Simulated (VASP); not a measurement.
# Ru (P6_3/mmc) in VASP: electric field gradients with PBE

Aim: the electric field gradients of Ru with PBE.

Everything below comes from runs of VASP 6.6.1. Logs are shortened: lines on timing, memory, paths and dates and some standing lists are left out, and cuts for length are marked.

## Step 1: The cell of the first run

The structure is hexagonal, space group P6_3/mmc (No. 194). The conventional cell has a = 2.723 Å, b = 2.723 Å, c = 4.288 Å, α = 90.00°, β = 90.00°, γ = 120.00°. Ru (site symmetry -6m2) has 12 Ru at 2.66 to 2.72 Å within 3.5 Å.

## Step 2: Electric field gradients, PBE, non-collinear spin, zero start, spin-orbit coupling

Input file INCAR:

```
PREC     = Accurate       # precision mode
ENCUT    = 520            # plane-wave cutoff, eV
EDIFF    = 1E-8           # SCF threshold, eV
ISMEAR   = -1             # smearing method
SIGMA    = 0.05           # smearing width, eV
LREAL    = F              # projectors in reciprocal space
LASPH    = T              # aspherical terms in the spheres
NELM     = 150            # most SCF steps
ALGO     = Normal         # electronic algorithm
ISIF     = 2              # what is computed and relaxed
LWAVE    = F              # write WAVECAR
LCHARG   = F              # write CHGCAR
MAGMOM   = 0 0 0 0 0 0    # initial moments
LORBIT   = 11             # projections on sites
LSORBIT  = T              # spin-orbit coupling
GGA_COMPAT= F            
LORBMOM  = T            
LMAXMIX  = 4              # l up to which the mixer works
GGA      = PE             # functional
LEFG     = T            
NBANDS   = 40             # bands
```

Input file KPOINTS:

```
Automatic mesh
0
Gamma
  16 16 9
```

Input file POSCAR:

```
Ru
1.0
    2.7226196171      0.0000000000      0.0000000000
   -1.3613098085      2.3578577533      0.0000000000
    0.0000000000      0.0000000000      4.2884975680
Ru
2
Direct
    0.3333333333      0.6666666667      0.2500000000
    0.6666666667      0.3333333333      0.7500000000
```

Potentials or basis: VASP PAW PBE potentials, release 64 (Ru_pv).

Run with:

```bash
> cat potpaw_PBE.64/Ru_pv/POTCAR > POTCAR
> mpirun -np 1 vasp_ncl > vasp.out
```

OUTCAR:

```text
PREC = Accurate
   ENCUT = 520
   EDIFF = 1E-8
   ISMEAR = -1
   LREAL = F
   LASPH = T
   NELM = 150
   ISIF = 2
   LORBIT = 11
   LSORBIT = T
   GGA = PE

 ion  position               nearest neighbor table
   1  0.333  0.667  0.250-   2 2.66   2 2.66   2 2.66   2 2.66   2 2.66   2 2.66
   2  0.667  0.333  0.750-   1 2.66   1 2.66   1 2.66   1 2.66   1 2.66   1 2.66

  LATTYP: Found a hexagonal cell.
 ALAT       =     2.7226196171
 C/A-ratio  =     1.5751365123

  Lattice vectors:

 A1 = (   2.7226196171,   0.0000000000,   0.0000000000)
 A2 = (  -1.3613098085,   2.3578577533,   0.0000000000)
 A3 = (   0.0000000000,   0.0000000000,   4.2884975680)

Analysis of symmetry for initial positions (statically):
=====================================================================
 Subroutine PRICEL returns:
 Original cell was already a primitive cell.

 Routine SETGRP: Setting up the symmetry group for a
 hexagonal supercell.

 Subroutine GETGRP returns: Found 24 space group operations
 (whereof 12 operations were pure point group operations)
 out of a pool of 24 trial point group operations.

The static configuration has the point symmetry D_3d.
 The point group associated with its full space group is D_6h.

Analysis of symmetry for dynamics (positions and initial velocities):
=====================================================================
 Subroutine PRICEL returns:
 Original cell was already a primitive cell.

 Routine SETGRP: Setting up the symmetry group for a
 hexagonal supercell.

 Subroutine GETGRP returns: Found 24 space group operations
 (whereof 12 operations were pure point group operations)
 out of a pool of 24 trial point group operations.

The dynamic configuration has the point symmetry D_3d.
 The point group associated with its full space group is D_6h.

Analysis of structural, dynamic, and magnetic symmetry:
=====================================================================
 Subroutine PRICEL returns:
 Original cell was already a primitive cell.

 Routine SETGRP: Setting up the symmetry group for a
 hexagonal supercell.

 Subroutine GETGRP returns: Found 24 space group operations
 (whereof 12 operations were pure point group operations)
 out of a pool of 24 trial point group operations.

The overall configuration has the point symmetry D_3d.
 The point group associated with its full space group is D_6h.

 Subroutine INISYM returns: Found 24 space group operations
[... 1242 lines left out ...]
 eta: asymmetry parameters     (V_yy - V_xx)/ V_zz
 Q  : nuclear electric quadrupole moment in mb (millibarn)
----------------------------------------------------------------------
 ion       Cq(MHz)       eta       Q (mb)
----------------------------------------------------------------------
   1      -0.039       0.000       1.000
   2      -0.039       0.000       1.000
----------------------------------------------------------------------

 orbital moment (x)

 # of ion     p       d       tot
 ----------------------------------------
  1         0.000   0.000   0.000
  2        -0.000   0.000   0.000
 ----------------------------------------
            0.000   0.000   0.000

 orbital moment (y)

 # of ion     p       d       tot
 ----------------------------------------
  1         0.000  -0.000   0.000
  2         0.000  -0.000  -0.000
 ----------------------------------------
            0.000  -0.000  -0.000

 orbital moment (z)

 # of ion     p       d       tot
 ----------------------------------------
  1         0.000   0.000   0.000
  2         0.000  -0.000  -0.000
 ----------------------------------------
            0.000  -0.000  -0.000

 Spin-Orbit-Coupling matrix elements

 Ion:    1  E_soc:     -0.2640820
 l=   1
     0.0000000    -0.0362806    -0.0362876
    -0.0362806     0.0000000    -0.0362806
    -0.0362876    -0.0362806     0.0000000
 l=   2
     0.0000000    -0.0016058     0.0000000    -0.0016058    -0.0062892
    -0.0016058     0.0000000    -0.0044582    -0.0015635    -0.0016058
     0.0000000    -0.0044582     0.0000000    -0.0044582     0.0000000
    -0.0016058    -0.0015635    -0.0044582     0.0000000    -0.0016058
    -0.0062892    -0.0016058     0.0000000    -0.0016058     0.0000000
 l=   3
     0.0000000     0.0000000     0.0000000     0.0000000     0.0000000     0.0000000     0.0000000
     0.0000000     0.0000000     0.0000000     0.0000000     0.0000000     0.0000000     0.0000000
     0.0000000     0.0000000     0.0000000     0.0000000     0.0000000     0.0000000     0.0000000
     0.0000000     0.0000000     0.0000000     0.0000000     0.0000000     0.0000000     0.0000000
     0.0000000     0.0000000     0.0000000     0.0000000     0.0000000     0.0000000     0.0000000
     0.0000000     0.0000000     0.0000000     0.0000000     0.0000000     0.0000000     0.0000000
     0.0000000     0.0000000     0.0000000     0.0000000     0.0000000     0.0000000     0.0000000

 Ion:    2  E_soc:     -0.2640820
 l=   1
     0.0000000    -0.0362806    -0.0362876
    -0.0362806     0.0000000    -0.0362806
    -0.0362876    -0.0362806     0.0000000
 l=   2
     0.0000000    -0.0016058     0.0000000    -0.0016058    -0.0062892
    -0.0016058     0.0000000    -0.0044582    -0.0015635    -0.0016058
     0.0000000    -0.0044582     0.0000000    -0.0044582     0.0000000
    -0.0016058    -0.0015635    -0.0044582     0.0000000    -0.0016058
    -0.0062892    -0.0016058     0.0000000    -0.0016058     0.0000000
 l=   3
     0.0000000     0.0000000     0.0000000     0.0000000     0.0000000     0.0000000     0.0000000
     0.0000000     0.0000000     0.0000000     0.0000000     0.0000000     0.0000000     0.0000000
     0.0000000     0.0000000     0.0000000     0.0000000     0.0000000     0.0000000     0.0000000
     0.0000000     0.0000000     0.0000000     0.0000000     0.0000000     0.0000000     0.0000000
     0.0000000     0.0000000     0.0000000     0.0000000     0.0000000     0.0000000     0.0000000
     0.0000000     0.0000000     0.0000000     0.0000000     0.0000000     0.0000000     0.0000000
     0.0000000     0.0000000     0.0000000     0.0000000     0.0000000     0.0000000     0.0000000

 total charge

# of ion       s       p       d       tot
------------------------------------------
    1        0.400   6.308   5.936  12.644
    2        0.400   6.308   5.936  12.644
--------------------------------------------------
tot          0.800  12.615  11.873  25.288

 magnetization (x)

# of ion       s       p       d       tot
------------------------------------------
    1       -0.000   0.000   0.000   0.000
    2        0.000   0.000  -0.000  -0.000
--------------------------------------------------
tot          0.000   0.000   0.000   0.000

 magnetization (y)

# of ion       s       p       d       tot
------------------------------------------
    1        0.000   0.000   0.000   0.000
    2       -0.000   0.000   0.000  -0.000
--------------------------------------------------
tot         -0.000   0.000   0.000  -0.000

 magnetization (z)

# of ion       s       p       d       tot
------------------------------------------
    1        0.000   0.000   0.000   0.000
    2        0.000   0.000   0.000   0.000
--------------------------------------------------
tot          0.000   0.000   0.000   0.000
```

OSZICAR:

```text
N       E                     dE             d eps       ncg     rms          rms(c)
DAV:   1     0.339036321409E+03    0.33904E+03   -0.16801E+04 12040   0.156E+03
DAV:   2    -0.106524560723E+02   -0.34969E+03   -0.33728E+03 12488   0.498E+02
DAV:   3    -0.200154791763E+02   -0.93630E+01   -0.92361E+01 13896   0.918E+01
DAV:   4    -0.201057842057E+02   -0.90305E-01   -0.90246E-01 15576   0.802E+00
DAV:   5    -0.201068428312E+02   -0.10586E-02   -0.10531E-02 13800   0.801E-01    0.172E+01
DAV:   6    -0.188253639067E+02    0.12815E+01   -0.29853E+00 13744   0.175E+01    0.462E+00
DAV:   7    -0.187492354285E+02    0.76128E-01   -0.42481E-01 13976   0.506E+00    0.132E+00
DAV:   8    -0.187458079871E+02    0.34274E-02   -0.19299E-02 13320   0.783E-01    0.688E-01
DAV:   9    -0.187424454367E+02    0.33626E-02   -0.75335E-03 13704   0.963E-01    0.108E-01
DAV:  10    -0.187423280646E+02    0.11737E-03   -0.38365E-04 13480   0.209E-01    0.254E-02
DAV:  11    -0.187423309707E+02   -0.29061E-05   -0.44210E-05 13976   0.636E-02    0.152E-02
DAV:  12    -0.187423289873E+02    0.19834E-05   -0.70868E-06 13488   0.259E-02    0.213E-03
DAV:  13    -0.187423289732E+02    0.14073E-07   -0.28060E-07 14248   0.457E-03    0.149E-03
DAV:  14    -0.187423288340E+02    0.13918E-06   -0.77751E-08 13464   0.286E-03    0.242E-04
DAV:  15    -0.187423288866E+02   -0.52512E-07   -0.59160E-10  8648   0.259E-04    0.131E-04
DAV:  16    -0.187423288917E+02   -0.51436E-08   -0.46640E-10  8216   0.243E-04
   1 F= -.18742329E+02 E0= -.18736577E+02  d E =-.115047E-01  mag=     0.0000    -0.0000     0.0000
```

stdout:

```text
POSCAR found type information on POSCAR Ru
 POSCAR found :  1 types and       2 ions
 scaLAPACK will be used
 LDA part: xc-table for (Slater+PW92), standard interpolation
 POSCAR, INCAR and KPOINTS ok, starting setup
 FFT: planning ... GRIDC
 FFT: planning ... GRID_SOFT
 FFT: planning ... GRID
 WAVECAR not read
 entering main loop
ion   1

ion   2
```

Wall time 4.5 min (1 thread of Oxide Virtual Turin-like, shared host); peak memory 0.31 GiB.

What came out:

- Free energy: -18.7423 eV
- Pressure: 0.1 GPa
- Net moment: 0.00 μB per cell
- Largest electric field gradient by atom: Ru -16.1 V/Å²
- Valence electrons inside the program's atomic spheres: Ru 12.64

Moments on the atoms (μB; x, y, z):
```
Ru  0.00 0.00 0.00
Ru  0.00 0.00 0.00
```

Electric field gradients, principal values (V/Å²):
| atom | least | middle | greatest (by size) |
| --- | --- | --- | --- |
| 1 Ru | 8.056 | 8.061 | -16.117 |
| 2 Ru | 8.056 | 8.061 | -16.117 |

Caveat: without QUAD_EFG the Cq values of the log hold for a quadrupole moment of 1 mb, not for the nuclei.
